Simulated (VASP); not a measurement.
Wanted: the native input for a VASP 6.6.1 run.

- Task: single point
- Functional: PBE
- Potentials or basis: VASP PAW PBE potentials, release 64 (Si, C)
- Cutoff: 520 eV
- k mesh: 8 × 8 × 8
- Occupations: gaussian, width 0.1 eV
- Spin: no spin polarisation
- Dipole correction: no
- Further INCAR settings: ALGO = Normal; EDIFF = 1e-06; NBANDS = 18

The structure of Si2C3 lies in POSCAR:

```
Si2C3
1.0
   -1.5532973127      1.5532973127      6.3191350686
    1.5532973127     -1.5532973127      6.3191350686
    1.5532973127      1.5532973127     -6.3191350686
Si C
2 3
Direct
    0.1007158424      0.1007158424      0.0000000000
    0.8992841576      0.8992841576      0.0000000000
    0.6072052423      0.6072052423      0.0000000000
    0.5000000000      0.5000000000      0.0000000000
    0.3927947577      0.3927947577      0.0000000000
```

One way to write it, as run:

INCAR

```
SYSTEM = Si2C3
PREC = Accurate ; ENCUT = 520
EDIFF = 1E-6 ; ISMEAR = 0
SIGMA = 0.1 ; LREAL = .False.
LASPH = .True. ; NELM = 100
ALGO = Normal ; ISIF = 2
LWAVE = .False. ; LCHARG = .True.
GGA = PE ; LELF = .True.
LVHAR = .True. ; NBANDS = 18
```

KPOINTS

```
Automatic mesh
0
Gamma
  8 8 8
  0 0 0
```

Potentials or basis: VASP PAW PBE potentials, release 64 (Si, C).

The run is started by

```sh
$ cat potpaw_PBE.64/Si/POTCAR potpaw_PBE.64/C/POTCAR > POTCAR
$ mpirun -np 1 vasp_std > vasp.out
```

It gave:

- Pressure: 0.2 GPa
- Largest force: 0.052 eV/Å
- Band gap on the k mesh: zero (bands 10 and 11 overlap by 2.33 eV)

Wall time 80 s on 1 thread of Intel(R) Xeon(R) 6975P-C (Granite Rapids), on a shared host, peak memory 0.35 GiB.
